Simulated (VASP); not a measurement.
# Co (Fm-3m) in VASP: a series of runs

Co is run at these levels: PBE; tasks: single point.

Everything below comes from runs of VASP 6.6.1. Logs are shortened: lines on timing, memory, paths and dates and some standing lists are left out, and cuts for length are marked.

## 1. The cell of the first run

The structure is cubic, space group Fm-3m (No. 225). Conventional cell: a = 3.592 Å, b = 3.592 Å, c = 3.592 Å, α = 90.00°, β = 90.00°, γ = 90.00°. Within 3.4 Å of Co (site symmetry m-3m) lie 12 Co at 2.54 Å.

This isn't the form of Co at room conditions, which is hcp.

## 2. Single point, PBE, collinear spin, ferromagnetic start

Input file INCAR:

```
SYSTEM = Co
  ALGO = Normal
  EDIFF = 1E-6
  ENCUT = 520
  GGA = PE
  ISIF = 2
  ISMEAR = -1
  ISPIN = 2
  LASPH = .TRUE.
  LCHARG = .FALSE.
  LMAXMIX = 4
  LORBIT = 11
  LREAL = .FALSE.
  LWAVE = .FALSE.
  MAGMOM = 1.95 1.95
  NBANDS = 20
  NELM = 150
  PREC = Accurate
  SIGMA = 0.1
```

Input file KPOINTS:

```
k-points
0
G
  7 14 14
  0 0 0
```

Input file POSCAR:

```
Co
1.0
    0.0000000000      3.5921000000      3.5921000000
    1.7960500000      0.0000000000      1.7960500000
    1.7960500000      1.7960500000      0.0000000000
Co
2
Direct
    0.0000000000      0.0000000000      0.0000000000
    0.5000000000      0.0000000000      0.0000000000
```

Potentials or basis: VASP PAW PBE potentials, release 64 (Co).

Started as:

```bash
$ cat potpaw_PBE.64/Co/POTCAR > POTCAR
$ mpirun -np 1 vasp_std > vasp.out
```

OUTCAR:

```text
SYSTEM = Co
   EDIFF = 1E-6
   ENCUT = 520
   GGA = PE
   ISIF = 2
   ISMEAR = -1
   ISPIN = 2
   LASPH = .TRUE.
   LORBIT = 11
   LREAL = .FALSE.
   NELM = 150
   PREC = Accurate

 ion  position               nearest neighbor table
   1  0.000  0.000  0.000-   2 2.54   2 2.54   2 2.54   2 2.54   2 2.54   2 2.54
   2  0.500  0.000  0.000-   1 2.54   1 2.54   1 2.54   1 2.54   1 2.54   1 2.54

  LATTYP: Found a trigonal (rhomboedric) cell.
 ALAT       =     4.3994060525
 COS(alpha) =     0.8333333333

  Lattice vectors:

 A1 = (   1.7960500000,  -1.7960500000,  -3.5921000000)
 A2 = (   3.5921000000,  -1.7960500000,  -1.7960500000)
 A3 = (   1.7960500000,  -3.5921000000,  -1.7960500000)

Analysis of symmetry for initial positions (statically):
=====================================================================
 Subroutine PRICEL returns following result:

  LATTYP: Found a face centered cubic cell.
 ALAT       =     3.5921000000
[... 12 lines left out ...]
 Subroutine GETGRP returns: Found 12 space group operations
 (whereof 12 operations were pure point group operations)
 out of a pool of 12 trial point group operations.

The static configuration has the point symmetry D_3d.

Analysis of symmetry for dynamics (positions and initial velocities):
=====================================================================
 Subroutine PRICEL returns following result:

  LATTYP: Found a face centered cubic cell.
 ALAT       =     3.5921000000
[... 12 lines left out ...]
 Subroutine GETGRP returns: Found 12 space group operations
 (whereof 12 operations were pure point group operations)
 out of a pool of 12 trial point group operations.

The dynamic configuration has the point symmetry D_3d.

Analysis of structural, dynamic, and magnetic symmetry:
=====================================================================
 Subroutine PRICEL returns following result:

  LATTYP: Found a face centered cubic cell.
 ALAT       =     3.5921000000
[... 12 lines left out ...]
 Subroutine GETGRP returns: Found 12 space group operations
 (whereof 12 operations were pure point group operations)
 out of a pool of 12 trial point group operations.

The overall configuration has the point symmetry D_3d.

 Subroutine INISYM returns: Found 12 space group operations
 (whereof 12 operations are pure point group operations),
 and found     2 'primitive' translations

----------------------------------------------------------------------------------------

                                     Primitive cell

  volume of cell :      11.5874

  direct lattice vectors                    reciprocal lattice vectors
     0.000000000  1.796050000  1.796050000    -0.278388686  0.278388686  0.278388686
     1.796050000  0.000000000  1.796050000     0.278388686 -0.278388686  0.278388686
     1.796050000  1.796050000  0.000000000     0.278388686  0.278388686 -0.278388686

  length of vectors
[... 128 lines left out ...]
   LEPSILON=     F    determine dielectric tensor
   LRPA    =     F    only Hartree local field effects (RPA)
 spin polarized calculation
  energy-cutoff  :      520.00
  volume of cell :       23.17
 maximum number of plane-waves:       641
 NGX is ok and might be reduce to    40
   NGX = 19   NGY =  9   NGZ =  9

 number of electron      18.0000011 magnetization       3.4042937

 Free energy of the ion-electron system (eV)
  ---------------------------------------------------
  ext. energy  EPLUGINS =         0.00000000
  ---------------------------------------------------
  free energy    TOTEN  =       -14.02426573 eV

  energy without entropy =      -13.94302184  energy(sigma->0) =      -13.98364379

 E-fermi :   9.4640     XC(G=0): -13.0229

 val. band max:        9.4564603436   @ k =  -0.1429   0.2143   0.0714
 cond. band min:       9.4656372003   @ k =   0.0000  -0.3571   0.2857
 fundamental gap:      0.0091768566
 Fermi energy:         9.4640344200

 spin component 1

 k-point     1 :       0.0000    0.0000    0.0000
  band No.  band energies     occupation
      1       0.8154      1.00000
      2       4.5238      1.00000
      3       6.6755      1.00000
      4       6.6755      1.00000
      5       6.8094      1.00000
      6       6.8094      1.00000
[... 541 lines left out ...]
     19      34.1985      0.00000
     20      35.5774      0.00000

 [... further k-points ...]

 spin component 2

 k-point     1 :       0.0000    0.0000    0.0000
  band No.  band energies     occupation
      1       0.8280      1.00000
      2       5.4670      1.00000
      3       8.4347      0.99997
      4       8.4347      0.99997
      5       8.4347      0.99997
      6       8.4440      0.99996
[... 541 lines left out ...]
     19      34.1577      0.00000
     20      35.8894      0.00000

 [... further k-points ...]

------------------------ aborting loop because EDIFF is reached ----------------------------------------

  FORCE on cell =-STRESS in cart. coord.  units (eV):
  Direction    XX          YY          ZZ          XY          YZ          ZX
  --------------------------------------------------------------------------------------
  -------------------------------------------------------------------------------------
  Total       -1.5631145     -1.5631145     -1.5631145      0.0000060     -0.0000060      0.0000060
  in kB     -108.0652631   -108.0652631   -108.0652631      0.0004165     -0.0004165      0.0004165
  external PRESSURE =    -108.0652631 kB  Pullay stress =       0.0000000 kB

 VOLUME and BASIS-vectors are now :
 -----------------------------------------------------------------------------
  energy-cutoff  :      520.00
  volume of cell :       23.17
      direct lattice vectors                 reciprocal lattice vectors
     0.000000000  3.592100000  3.592100000    -0.139194343  0.139194343  0.139194343
     1.796050000  0.000000000  1.796050000     0.278388686 -0.278388686  0.278388686
     1.796050000  1.796050000  0.000000000     0.278388686  0.278388686 -0.278388686

 POSITION                                       TOTAL-FORCE (eV/Angst)
 -----------------------------------------------------------------------------------
      0.00000      0.00000      0.00000         0.000000      0.000000      0.000000
      0.00000      1.79605      1.79605        -0.000000     -0.000000     -0.000000
 -----------------------------------------------------------------------------------
    total drift:                               -0.000000     -0.000000     -0.000000

  FREE ENERGIE OF THE ION-ELECTRON SYSTEM (eV)
  ---------------------------------------------------
  free  energy   TOTEN  =       -14.0242657304 eV

  energy  without entropy=      -13.9430218419  energy(sigma->0) =      -13.98364379

 total charge

# of ion       s       p       d       tot
------------------------------------------
    1        0.465   0.470   7.216   8.151
    2        0.465   0.470   7.216   8.151
--------------------------------------------------
tot          0.929   0.941  14.431  16.301

 magnetization (x)

# of ion       s       p       d       tot
------------------------------------------
    1       -0.011  -0.046   1.788   1.730
    2       -0.011  -0.046   1.788   1.730
--------------------------------------------------
tot         -0.021  -0.093   3.575   3.461
```

Run time: 51 s. Hardware: 1 thread of Intel Xeon 6975P-C (Granite Rapids), shared host; peak memory 0.22 GiB.

What came out:

* Free energy: -14.0243 eV
* Pressure: -10.8 GPa
* Net moment: 3.40 μB per cell
* Site moments: Co +1.73 μB
* Valence electrons inside the program's atomic spheres: Co 8.15

Caveat: the cell stands under tension.

[end of part 1 of 2]
